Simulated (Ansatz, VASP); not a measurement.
**Be3N2 in VASP and in Ansatz**

File INCAR:

```
SYSTEM = Be3N2
PREC     = Accurate       ! precision mode
ENCUT    = 520            ! plane-wave cutoff, eV
EDIFF    = 1E-6           ! SCF threshold, eV
ISMEAR   = 0              ! smearing method
SIGMA    = 0.05           ! smearing width, eV
LREAL    = .FALSE.        ! projectors in reciprocal space
LASPH    = .TRUE.         ! aspherical terms in the spheres
NELM     = 100            ! most SCF steps
ALGO     = Normal         ! electronic algorithm
ISIF     = 2              ! what is computed and relaxed
LWAVE    = .FALSE.        ! write WAVECAR
LCHARG   = .FALSE.        ! write CHGCAR
GGA      = CA             ! functional
NBANDS   = 16             ! bands
```

KPOINTS

```
Automatic mesh
0
G
  9 9 6
  0 0 0
```

Contents of POSCAR:

```
Be3N2
1.0
    2.8177777140      0.0000000000      0.0000000000
   -1.4088888570      2.4402670826      0.0000000000
    0.0000000000      0.0000000000      4.6670220000
Be N
3 2
Direct
    0.0000000000      0.0000000000      0.0000000000
    0.6666666667      0.3333333333      0.6496330000
    0.3333333333      0.6666666667      0.3503670000
    0.3333333333      0.6666666667      0.7470580000
    0.6666666667      0.3333333333      0.2529420000
```

Input for Ansatz:

```yaml
crystal:
  lattice:
    - [2.817777714, 0.0, 0.0]
    - [-1.408888857, 2.4402670826, 0.0]
    - [0.0, 0.0, 4.667022]
  atoms:
    - { symbol: Be, position: [0.0, 0.0, 0.0] }
    - { symbol: Be, position: [0.6666666667, 0.3333333333, 0.649633] }
    - { symbol: Be, position: [0.3333333333, 0.6666666667, 0.350367] }
    - { symbol: "N", position: [0.3333333333, 0.6666666667, 0.747058] }
    - { symbol: "N", position: [0.6666666667, 0.3333333333, 0.252942] }
basis:
  ecutwfc: 420
kpoints:
  mp_grid: { grid: [9, 9, 6] }
hamiltonian:
  xc: lda
scf:
  occupations: { method: gaussian, width: 0.05 }
output:
  forces: true
  stress: true
  eigenvalues: true
```

Alike in both runs: task single point; functional LDA; k mesh 9 × 9 × 6; occupations gaussian, width 0.05 eV; no spin polarisation.

|  | VASP | Ansatz |
| --- | --- | --- |
| version | VASP 6.6.1 | Ansatz 0.2.0 |
| potentials or method | VASP PAW LDA potentials, release 64 (Be, N), cutoff 520 eV | scalar-relativistic, plane waves, PAW |
| valence electrons in the cell | 16 | 16 |

Ansatz gave:

| Property | Result |
| --- | --- |
| gap on the k mesh at the Fermi level (eV) | 4.24 |
| least direct gap on the mesh (eV) | 5.95 |
| pressure (GPa) | -10.0 |
| traceless stress, the component that is largest in VASP (GPa) | 0.52 |
| rms of the force components (eV/Å) | 0.035 |

Q: What did VASP give for the same quantities?

A: gap on the k mesh at the Fermi level (eV): 4.23; least direct gap on the mesh (eV): 5.94; pressure (GPa): -9.5; traceless stress, the component that is largest in VASP (GPa): 0.55; rms of the force components (eV/Å): 0.036.

LDA's correlation is that of Perdew and Zunger in VASP and of Perdew and Wang (1992) in Ansatz. Atom by atom the forces differ by 0.004 eV/Å (rms over components).
